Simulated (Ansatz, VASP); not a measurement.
## One calculation of SiC, two programs

```xyz
4
Lattice="3.0564 0.0000 0.0000 -1.5282 2.6469 0.0000 0.0000 0.0000 5.0157" Properties=species:S:1:pos:R:3 pbc="T T T"
Si    0.0000    1.7646    0.0005
Si    1.5282    0.8823    2.5083
C     0.0000    1.7646    1.8854
C     1.5282    0.8823    4.3933
```

Alike in both runs: functional LDA; k mesh 12 × 12 × 7; occupations fermi-dirac, width 0.02 eV; no spin polarisation.

Ansatz relaxed the structure, and its values are those at the end. VASP's run is a single point on that final structure, the one shown.

|  | VASP | Ansatz |
| --- | --- | --- |
| version | VASP 6.6.1 | Ansatz 0.2.0 |
| potentials or method | VASP PAW LDA potentials, release 64 (Si, C) | PAW with Ansatz's default frozen-core files, scalar-relativistic |
| plane-wave cutoff (eV) | 520 | 420 |
| valence electrons in the cell | 16 | 16 |

|  | VASP | Ansatz | Ansatz less VASP |
| --- | --- | --- | --- |
| pressure (GPa) | 0.4 | 0.0 | -0.42 |

LDA's correlation is that of Perdew and Zunger in VASP and of Perdew and Wang (1992) in Ansatz.
